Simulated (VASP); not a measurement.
Input of a VASP 6.6.1 run:

The input INCAR:

```
SYSTEM = ZnS
ALGO     = Normal         ! electronic algorithm
EDIFF    = 1E-6           ! SCF threshold, eV
ENCUT    = 500            ! plane-wave cutoff, eV
GGA      = PS             ! functional
GGA_COMPAT= .FALSE.      
ISIF     = 2              ! what is computed and relaxed
ISMEAR   = 0              ! smearing method
IVDW     = 12             ! dispersion correction
LASPH    = .TRUE.         ! aspherical terms in the spheres
LCHARG   = .FALSE.        ! write CHGCAR
LREAL    = .FALSE.        ! projectors in reciprocal space
LWAVE    = .FALSE.        ! write WAVECAR
NBANDS   = 16             ! bands
NELM     = 120            ! most SCF steps
PREC     = Accurate       ! precision mode
SIGMA    = 0.01           ! smearing width, eV
```

The input KPOINTS:

```
k-points
0
G
  9 9 9
  0 0 0
```

Contents of POSCAR:

```
ZnS
1.0
    0.0000000000      2.5083146050      2.5083146050
    2.5083146050      0.0000000000      2.5083146050
    2.5083146050      2.5083146050      0.0000000000
Zn S
1 1
Direct
    0.2500000000      0.2500000000      0.2500000000
    0.0000000000      0.0000000000      0.0000000000
```

Potentials or basis: VASP PAW PBE potentials, release 64 (Zn, S).

Command:

```bash
$ cat potpaw_PBE.64/Zn/POTCAR potpaw_PBE.64/S/POTCAR > POTCAR
$ mpirun -np 1 vasp_std > vasp.out
```

Q: Estimate the band gap on the k mesh.

A: 2.71 eV, indirect (least direct gap 3.00 eV).

Q: What does it give for the dispersion energy per atom?

A: -0.323 eV.

 A k mesh can miss the band edges.
